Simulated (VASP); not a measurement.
The system is Al2P3.

```xyz
10
Lattice="6.9214 0.0000 0.0000 0.0000 6.9214 0.0000 0.0000 0.0000 3.6545" Properties=species:S:1:pos:R:3 pbc="T T T"
Al    2.6488    6.1095    0.0000
Al    0.8119    2.6488    0.0000
Al    4.2726    0.8119    0.0000
Al    6.1095    4.2726    0.0000
P     0.0000    0.0000    0.0000
P     3.4607    3.4607    0.0000
P     1.2237    4.6844    1.8272
P     2.2370    1.2237    1.8272
P     5.6977    2.2370    1.8272
P     4.6844    5.6977    1.8272
```

| Item | Value |
| --- | --- |
| Program | VASP 6.6.1 |
| Task | relaxation of cell and atoms |
| Functional | PBE |
| Potentials or basis | VASP PAW PBE potentials, release 64 (Al, P) |
| Cutoff | 600 eV |
| k mesh | 4 × 4 × 6 |
| Occupations | gaussian, width 0.1 eV |
| Spin | no spin polarisation |

At the start: pressure -5.9 GPa; volume 17.51 Å³/atom.

Problem. Where does the relaxation end?

Solution. Over 13 steps the energy falls by 198.2 meV/atom and the volume is 15.56 Å³/atom (-11.1 %); space group P4/mbm (No. 127, to 0.1 Å) before and after.

Step by step:
| step | energy change (eV) | largest force (eV/Å) | pressure (GPa) | volume (Å³) |
| --- | --- | --- | --- | --- |
| 1 | 0.0000 | 3.1530 | -5.94 | 175.07 |
| 2 | -1.6017 | 0.6469 | -1.04 | 159.05 |
| 3 | -1.6575 | 0.6248 | 1.26 | 155.33 |
| 4 | -1.6582 | 0.5994 | 0.99 | 155.71 |
| 5 | -1.7373 | 0.4934 | -0.35 | 157.52 |
| 6 | -1.8166 | 0.2876 | -3.19 | 161.94 |
| 7 | -1.8605 | 0.2626 | -2.72 | 160.86 |
| 8 | -1.9518 | 0.1374 | -1.05 | 157.62 |
| 9 | -1.9155 | 0.1363 | 3.35 | 151.29 |
| 10 | -1.9730 | 0.0334 | 0.52 | 155.12 |
| 11 | -1.9730 | 0.0330 | 0.43 | 155.25 |
| 12 | -1.9786 | 0.0270 | 0.31 | 155.39 |
| 13 | -1.9817 | 0.0178 | 0.16 | 155.59 |

Final structure:
```
Al P
1.0
     6.79335    0.00000    0.00000
     0.00000    6.79335    0.00000
     0.00000    0.00000    3.37151
Al P
4 6
Cartesian
  2.3908 5.7874 0.0000
  1.0059 2.3908 0.0000
  4.4026 1.0059 0.0000
  5.7874 4.4026 0.0000
  0.0000 0.0000 0.0000
  3.3967 3.3967 0.0000
  1.0397 4.4363 1.6858
  2.3570 1.0397 1.6858
  5.7537 2.3570 1.6858
  4.4363 5.7537 1.6858
```
